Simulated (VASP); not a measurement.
Crystal: Ru.

```
CELL_PARAMETERS angstrom
1.70503 0.00000 0.00000
0.00000 1.70503 0.00000
0.00000 0.00000 2.73561
ATOMIC_POSITIONS crystal
Ru 0.50000 0.50000 0.00000
```

```yaml
Program: VASP 6.6.1
Task: relaxation of cell and atoms
Functional: PBE
Potentials_or_basis: VASP PAW PBE potentials, release 64 (Ru_pv)
Cutoff: 600 eV
k_mesh: 10 × 10 × 6
Occupations: gaussian, width 0.1 eV
Spin: no spin polarisation
```

At the start: pressure 1127.1 GPa; volume 7.95 Å³/atom.

Q: Where does the relaxation end?

A: Over 17 steps the energy falls by 21912.4 meV/atom and the volume is 15.82 Å³/atom (+99.0 %); space group Pm-3m (No. 221, to 0.05 Å).

The path:
```
step  energy change (eV)  largest force (eV/Å)  pressure (GPa)  volume (Å³)
   1              0.0000                0.0000         1127.12         7.95
   2            475.7932                0.0000         -170.79       248.16
   3            -20.0116                0.0000          -49.21        25.39
   4            -20.7119                0.0000          -40.25        23.11
   5            -21.7228                0.0000          -19.61        18.23
   6            -19.8487                0.0000          146.95        12.52
   7            -21.7901                0.0000          -13.51        17.51
   8            -21.8149                0.0000           -4.37        16.72
   9            -21.8143                0.0000           -7.02        16.94
  10            -21.9016                0.0000            2.31        15.76
  11            -21.9029                0.0000            4.14        15.60
  12            -21.9089                0.0000           -3.72        16.09
  13            -21.9116                0.0000           -1.28        15.92
  14            -21.9120                0.0000            0.12        15.81
  15            -21.9123                0.0000           -0.42        15.85
  16            -21.9123                0.0000            0.36        15.79
  17            -21.9124                0.0000           -0.02        15.82
```

Final structure:
```
Ru
1.0
     2.49851    0.00000    0.00000
     0.00000    2.49851    0.00000
     0.00000    0.00000    2.53471
Ru
1
Direct
  0.50000 0.50000 0.00000
```

Caveat: the k points lie up to 0.41 Å⁻¹ apart in the final cell; the volume moved by over 15 % at a fixed basis, so the end points are rough.
